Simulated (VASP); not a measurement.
# MgS (Imm2) in VASP: notebook

Runs on MgS. Level: PBE. Tasks: single point.

All numbers are computed with VASP 6.6.1; they aren't measurements. Logs are shortened: lines on timing, memory, paths and dates and some standing lists are left out, and cuts for length are marked.

## Step 1: The cell of the first run

The structure is orthorhombic, space group Imm2 (No. 44). Conventional cell: a = 3.679 Å, b = 5.203 Å, c = 3.679 Å, α = 90.00°, β = 90.00°, γ = 90.00°. Within 3.3 Å of Mg (site symmetry mm2) lie 6 S at 2.53 to 2.67 Å. Within 3.3 Å of S (site symmetry mm2) lie 6 Mg at 2.53 to 2.67 Å.

## Step 2: Single point, PBE (all Mg atoms moved -0.100 Å, as atom 1 along Cartesian [1 1 0])

INCAR reads:

```
ALGO     = Normal         # electronic algorithm
EDIFF    = 1E-7           # SCF threshold, eV
ENCUT    = 520            # plane-wave cutoff, eV
GGA      = PE             # functional
ISIF     = 2              # what is computed and relaxed
ISMEAR   = 0              # smearing method
LASPH    = T              # aspherical terms in the spheres
LCHARG   = F              # write CHGCAR
LREAL    = F              # projectors in reciprocal space
LWAVE    = F              # write WAVECAR
NBANDS   = 11             # bands
NELM     = 100            # most SCF steps
PREC     = Accurate       # precision mode
SIGMA    = 0.05           # smearing width, eV
```

KPOINTS reads:

```
k-points
0
Gamma
  8 8 8
```

POSCAR reads:

```
MgS
1.0
    0.0000000000      2.6016500000      2.6016500000
    2.6016500000      0.0000000000      2.6016500000
    2.6016500000      2.6016500000      0.0000000000
Mg S
1 1
Direct
    0.0000000000      0.0000000000     -0.0271791663
    0.5000000000      0.5000000000      0.5000000000
```

Potentials or basis: VASP PAW PBE potentials, release 64 (Mg, S).

Started as:

```
$ cat potpaw_PBE.64/Mg/POTCAR potpaw_PBE.64/S/POTCAR > POTCAR
$ mpirun -np 1 vasp_std > vasp.out
```

OUTCAR:

```text
EDIFF = 1E-7
   ENCUT = 520
   GGA = PE
   ISIF = 2
   ISMEAR = 0
   LASPH = T
   LREAL = F
   NELM = 100
   PREC = Accurate

 ion  position               nearest neighbor table
   1  0.000  0.000  0.973-   2 2.53   2 2.53   2 2.60   2 2.60   2 2.67   2 2.67
   2  0.500  0.500  0.500-   1 2.53   1 2.53   1 2.60   1 2.60   1 2.67   1 2.67

  LATTYP: Found a face centered cubic cell.
 ALAT       =     5.2033000000

  Lattice vectors:

 A1 = (   0.0000000000,   2.6016500000,   2.6016500000)
 A2 = (   2.6016500000,   0.0000000000,   2.6016500000)
 A3 = (   2.6016500000,   2.6016500000,   0.0000000000)

Analysis of symmetry for initial positions (statically):
=====================================================================
 Subroutine PRICEL returns:
 Original cell was already a primitive cell.

 Routine SETGRP: Setting up the symmetry group for a
 face centered cubic supercell.

 Subroutine GETGRP returns: Found  4 space group operations
 (whereof  4 operations were pure point group operations)
 out of a pool of 48 trial point group operations.

The static configuration has the point symmetry C_2v.

Analysis of symmetry for dynamics (positions and initial velocities):
=====================================================================
 Subroutine PRICEL returns:
 Original cell was already a primitive cell.

 Routine SETGRP: Setting up the symmetry group for a
 face centered cubic supercell.

 Subroutine GETGRP returns: Found  4 space group operations
 (whereof  4 operations were pure point group operations)
 out of a pool of 48 trial point group operations.

The dynamic configuration has the point symmetry C_2v.

 Subroutine INISYM returns: Found  4 space group operations
 (whereof  4 operations are pure point group operations),
 and found     1 'primitive' translations

----------------------------------------------------------------------------------------

                                     Primitive cell

  volume of cell :      35.2190

  direct lattice vectors                    reciprocal lattice vectors
     0.000000000  2.601650000  2.601650000    -0.192185728  0.192185728  0.192185728
     2.601650000  0.000000000  2.601650000     0.192185728 -0.192185728  0.192185728
     2.601650000  2.601650000  0.000000000     0.192185728  0.192185728 -0.192185728

  length of vectors
     3.679288715  3.679288715  3.679288715     0.332875446  0.332875446  0.332875446

  position of ions in fractional coordinates (direct lattice)
     0.000000000  0.000000000  0.972820834
     0.500000000  0.500000000  0.500000000

  ion indices of the primitive-cell ions
   primitive index   ion index
                 1           1
                 2           2

----------------------------------------------------------------------------------------

 KPOINTS: k-points

Automatic generation of k-mesh.
 Grid dimensions read from file:
 generate k-points for:    8    8    8

 Generating k-lattice:

  Cartesian coordinates                     Fractional coordinates (reciprocal lattice)
    -0.024023216  0.024023216  0.024023216     0.125000000  0.000000000  0.000000000
     0.024023216 -0.024023216  0.024023216     0.000000000  0.125000000  0.000000000
     0.024023216  0.024023216 -0.024023216     0.000000000  0.000000000  0.125000000

  Length of vectors
     0.041609431  0.041609431  0.041609431

  Shift w.r.t. Gamma in fractional coordinates (k-lattice)
     0.000000000  0.000000000  0.000000000

 Subroutine IBZKPT returns following result:
 ===========================================

 Found     95 irreducible k-points:

 Following reciprocal coordinates:
            Coordinates               Weight
  0.000000  0.000000  0.000000      1.000000
  0.125000  0.000000  0.000000      4.000000
  0.000000  0.000000  0.125000      4.000000
  0.250000  0.000000  0.000000      4.000000
  0.000000  0.000000  0.250000      4.000000
  0.375000  0.000000  0.000000      4.000000
[... 16 lines left out ...]
  0.125000  0.125000 -0.375000      4.000000
 -0.375000  0.125000  0.000000      4.000000
 [... further k-points ...]
   k-points           NKPTS =     95   k-points in BZ     NKDIM =     95   number of bands    NBANDS=     11
   number of dos      NEDOS =    301   number of ions     NIONS =      2
   total plane-waves  NPLWV =  21952
   dimension x,y,z NGX =    28 NGY =   28 NGZ =   28
   dimension x,y,z NGXF=    56 NGYF=   56 NGZF=   56
   ions per type =               1   1
   NGX,Y,Z   is equivalent  to a cutoff of  12.65, 12.65, 12.65 a.u.
   NGXF,Y,Z  is equivalent  to a cutoff of  25.30, 25.30, 25.30 a.u.
 SYSTEM =  unknown system
   PREC   = accura    normal or accurate (medium, high low for compatibility)
   ISTART =      0    job   : 0-new  1-cont  2-samecut
   ICHARG =      2    charge: 1-file 2-atom 10-const
   ISPIN  =      1    spin polarized calculation?
   LNONCOLLINEAR =      F non collinear calculations
   LSORBIT =      F    spin-orbit coupling
   LASPH  =      T    aspherical Exc in radial PAW
   ENCUT  =  520.0 eV  38.22 Ry    6.18 a.u.   6.84  6.84  6.84*2*pi/ulx,y,z
   NELM   =    100;   NELMIN=  2; NELMDL= -5     # of ELM steps
   EDIFF  = 0.1E-06   stopping-criterion for ELM
   LREAL  =      F    real-space projection
   EDIFFG = 0.1E-05   stopping-criterion for IOM
   NSW    =      0    number of steps for IOM
   IBRION =     -1    ionic relax: 0-MD 1-quasi-New 2-CG
   NFREE  =      0    steps in history (QN), initial steepest desc. (CG)
   ISIF   =      2    stress and relaxation
   ISYM   =      2    0-nonsym 1-usesym 2-fastsym
   POTIM  = 0.5000    time-step for ionic-motion
   TEBEG  =    0.0;   TEEND  =   0.0 temperature during run
   PSTRESS=    0.0 pullay stress
   NELECT =       8.0000    total number of electrons
   NUPDOWN=      -1.0000    fix difference up-down
   EMIN   =  10.00;   EMAX   =-10.00  energy-range for DOS
   EFERMI =   0.00;   METHOD = LEGACY
   ISMEAR =     0;   SIGMA  =   0.05  broadening in eV -4-tet -1-fermi 0-gaus
   EFERMI_NEDOS =   21; number of points for ismear=-14 and -15
   IALGO  =     38    algorithm
   IMIX   =      4    mixing-type and parameters
     AMIX     =   0.40;   BMIX     =  1.00
     AMIX_MAG =   1.60;   BMIX_MAG =  1.00
  volume/ion in A,a.u.               =      17.61       118.83
  Fermi-wavevector in a.u.,A,eV,Ry     =   0.998878  1.887606 13.575323  0.997758
  Thomas-Fermi vector in A             =   2.131131
   LORBIT       =      0    0 simple, 1 ext, 2 COOP (PROOUT), +10 PAW based schemes
   GGA     = PE    functional components
   LHFCALC =     F    Hartree Fock is set to
   AEXX    =    0.0000 exact exchange contribution
   IVDW    =     0    specifies the selected vdW correction
   LEPSILON=     F    determine dielectric tensor
   LRPA    =     F    only Hartree local field effects (RPA)
 non-spin polarized calculation
 Gauss-broadening in eV      SIGMA  =   0.05
  energy-cutoff  :      520.00
  volume of cell :       35.22
 maximum number of plane-waves:       960
   NGX = 13   NGY = 13   NGZ = 13

 number of electron       8.0000000 magnetization

 Free energy of the ion-electron system (eV)
  ---------------------------------------------------
  ext. energy  EPLUGINS =         0.00000000
  ---------------------------------------------------
  free energy    TOTEN  =        -8.48780760 eV

  energy without entropy =       -8.48780760  energy(sigma->0) =       -8.48780760

 E-fermi :   3.9945     XC(G=0):  -9.6856

 val. band max:        3.7236111474   @ k =   0.0000   0.0000   0.0000
 cond. band min:       6.5014039704   @ k =   0.5000   0.5000   0.0000
 fundamental gap:      2.7777928230
 Fermi energy:         3.9945065551

 k-point     1 :       0.0000    0.0000    0.0000
  band No.  band energies     occupation
      1      -8.9448      2.00000
      2       3.7068      2.00000
      3       3.7235      2.00000
      4       3.7236      2.00000
      5       7.4314      0.00000
      6      11.6742      0.00000
      7      11.6753      0.00000
      8      11.6896      0.00000
      9      14.0877      0.00000
     10      14.1012      0.00000
     11      16.2429      0.00000

 k-point     2 :       0.1250    0.0000    0.0000
  band No.  band energies     occupation
      1      -8.7939      2.00000
      2       2.6677      2.00000
      3       3.6174      2.00000
      4       3.6243      2.00000
      5       8.2297      0.00000
      6      11.3479      0.00000
      7      11.9261      0.00000
      8      11.9431      0.00000
      9      13.4450      0.00000
     10      13.4725      0.00000
     11      16.4031      0.00000

 k-point     3 :       0.0000    0.0000    0.1250
  band No.  band energies     occupation
      1      -8.7940      2.00000
      2       2.6769      2.00000
      3       3.6064      2.00000
      4       3.6235      2.00000
      5       8.2341      0.00000
      6      11.3584      0.00000
      7      11.9226      0.00000
      8      11.9252      0.00000
      9      13.4583      0.00000
     10      13.4598      0.00000
     11      16.4289      0.00000

 k-point     4 :       0.2500    0.0000    0.0000
  band No.  band energies     occupation
      1      -8.3858      2.00000
      2       0.9129      2.00000
      3       3.3979      2.00000
      4       3.4051      2.00000
      5       8.6780      0.00000
      6      11.5469      0.00000
      7      11.5545      0.00000
      8      12.0263      0.00000
      9      14.0078      0.00000
     10      14.0444      0.00000
     11      15.5985      0.00000

 k-point     5 :       0.0000    0.0000    0.2500
  band No.  band energies     occupation
      1      -8.3862      2.00000
      2       0.9200      2.00000
      3       3.3872      2.00000
      4       3.4043      2.00000
      5       8.6870      0.00000
      6      11.5396      0.00000
      7      11.5513      0.00000
      8      12.0172      0.00000
      9      14.0211      0.00000
     10      14.0296      0.00000
     11      15.6252      0.00000
[... 211 lines left out ...]
 k-point    21 :       0.0000    0.5000    0.1250
  band No.  band energies     occupation
      1      -7.5964      2.00000
      2      -0.8671      2.00000
      3       2.4978      2.00000
      4       2.9335      2.00000
      5       8.8875      0.00000
      6      10.0417      0.00000
      7      11.2209      0.00000
      8      13.7562      0.00000
      9      15.7078      0.00000
     10      17.5905      0.00000
     11      18.1063      0.00000

 k-point    22 :       0.1250    0.0000    0.5000
  band No.  band energies     occupation
      1      -7.5973      2.00000
      2      -0.8603      2.00000
      3       2.4873      2.00000
      4       2.9339      2.00000
      5       8.8916      0.00000
      6      10.0429      0.00000
      7      11.2135      0.00000
      8      13.7553      0.00000
      9      15.6926      0.00000
     10      17.6005      0.00000
     11      18.0900      0.00000

 k-point    23 :       0.1250    0.1250   -0.3750
  band No.  band energies     occupation
      1      -7.5973      2.00000
      2      -0.8606      2.00000
      3       2.4985      2.00000
      4       2.9217      2.00000
      5       8.8962      0.00000
      6      10.0384      0.00000
      7      11.2135      0.00000
      8      13.7399      0.00000
      9      15.7284      0.00000
     10      17.5926      0.00000
     11      18.1063      0.00000

 k-point    24 :      -0.3750    0.1250    0.0000
  band No.  band energies     occupation
      1      -7.6784      2.00000
      2      -0.6821      2.00000
      3       2.3688      2.00000
      4       3.1185      2.00000
      5       9.0664      0.00000
      6      10.1853      0.00000
      7      11.0918      0.00000
      8      13.5679      0.00000
      9      15.7267      0.00000
     10      16.1873      0.00000
     11      18.4758      0.00000

 [... further k-points ...]

------------------------ aborting loop because EDIFF is reached ----------------------------------------

  FORCE on cell =-STRESS in cart. coord.  units (eV):
  Direction    XX          YY          ZZ          XY          YZ          ZX
  --------------------------------------------------------------------------------------
  -------------------------------------------------------------------------------------
  Total        0.3082101      0.3082101      0.1717608     -0.0166749      0.0000000      0.0000000
  in kB       14.0210612     14.0210612      7.8137227     -0.7585732      0.0000000      0.0000000
  external PRESSURE =      11.9519483 kB  Pullay stress =       0.0000000 kB

 VOLUME and BASIS-vectors are now :
 -----------------------------------------------------------------------------
  energy-cutoff  :      520.00
  volume of cell :       35.22
      direct lattice vectors                 reciprocal lattice vectors
     0.000000000  2.601650000  2.601650000    -0.192185728  0.192185728  0.192185728
     2.601650000  0.000000000  2.601650000     0.192185728 -0.192185728  0.192185728
     2.601650000  2.601650000  0.000000000     0.192185728  0.192185728 -0.192185728

 POSITION                                       TOTAL-FORCE (eV/Angst)
 -----------------------------------------------------------------------------------
      2.53094      2.53094      0.00000         0.200635      0.200635      0.000000
      2.60165      2.60165      2.60165        -0.200635     -0.200635      0.000000
 -----------------------------------------------------------------------------------
    total drift:                                0.000061      0.000061      0.000000

  FREE ENERGIE OF THE ION-ELECTRON SYSTEM (eV)
  ---------------------------------------------------
  free  energy   TOTEN  =        -8.4878075976 eV

  energy  without entropy=       -8.4878075976  energy(sigma->0) =       -8.48780760
```

It took 42 s on 1 thread of Intel Xeon 8259CL, shared host; peak memory 0.18 GiB.

Results:

```yaml
Free_energy: -8.4878 eV
Pressure: 1.2 GPa
Largest_force: 0.284 eV/Å
Band_gap_on_the_k_mesh: 2.78 eV, indirect (least direct gap 3.71 eV)
```

Forces in eV/Å, atoms in the order of the input:
```
Mg   0.201  0.201  0.000
S   -0.201 -0.201  0.000
```

Caveat: the cell differs from its parent crystal (all Mg atoms moved -0.100 Å, as atom 1 along Cartesian [1 1 0]).

(Continued in part 2 of 3.)
